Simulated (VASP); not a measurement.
Wanted: the native input for a VASP 6.6.1 run.

* Task: relaxation of cell and atoms
* Functional: PBEsol
* Potentials or basis: VASP PAW PBE potentials, release 64 (Cu)
* Cutoff: 600 eV
* k mesh: 16 × 16 × 16
* Occupations: fermi-dirac, width 0.08 eV
* Spin: no spin polarisation
* Target pressure: 290 GPa
* Dipole correction: no
* Further INCAR settings: ALGO = Normal; EDIFF = 1e-06; IBRION = 2; EDIFFG = -0.005; NSW = 32; ISIF = 3

The structure of Cu lies in POSCAR:

```
Cu
1.0
    0.0000000000      2.0463066886      2.0463066886
    2.0463066886      0.0000000000      2.0463066886
    2.0463066886      2.0463066886      0.0000000000
Cu
2
Direct
   -0.1250000000     -0.1250000000     -0.1250000000
    0.1250000000      0.1250000000      0.1250000000
```

One way to write it, as run:

INCAR

```
PREC     = Accurate       # precision mode
ENCUT    = 600            # plane-wave cutoff, eV
EDIFF    = 1E-6           # SCF threshold, eV
ISMEAR   = -1             # smearing method
SIGMA    = 0.08           # smearing width, eV
LREAL    = False          # projectors in reciprocal space
LASPH    = True           # aspherical terms in the spheres
NELM     = 60             # most SCF steps
ALGO     = Normal         # electronic algorithm
ISIF     = 3              # what is computed and relaxed
LWAVE    = False          # write WAVECAR
LCHARG   = False          # write CHGCAR
GGA      = PS             # functional
IBRION   = 2              # ionic algorithm
NSW      = 32             # ionic steps
EDIFFG   = -0.005         # ionic threshold
PSTRESS  = 2900.0
```

KPOINTS

```
regular mesh
0
Gamma
  16 16 16
```

Potentials or basis: VASP PAW PBE potentials, release 64 (Cu).

Command:

```bash
$ cat potpaw_PBE.64/Cu/POTCAR > POTCAR
$ mpirun -np 1 vasp_std > vasp.out
```

It gave:

| Property | Result |
| --- | --- |
| Relaxed volume | 8.62 Å³/atom |
| Relaxed cell | a = 2.900 Å, b = 2.900 Å, c = 2.900 Å, α = 60.00°, β = 60.00°, γ = 60.00° |
| Space group after relaxing (to 0.05 Å) | Fd-3m (No. 227) |
| Energy change on relaxing (the enthalpy is what falls) | -92.4 meV/atom |
| Ionic steps | 3 |
| Pressure after relaxing | 289.9 GPa |
| Band gap on the k mesh | zero (band 11 reaches 14.55 eV, above the bottom of band 12 at 12.95 eV) |

Caveat: the cell is relaxed towards a set pressure, so the enthalpy falls and the energy may rise; the PAW data sets were made with another functional, which shifts forces and pressure a little.

Run time: 60 s on 1 thread of Intel Xeon 6975P-C, on a shared host, peak memory 0.17 GiB.
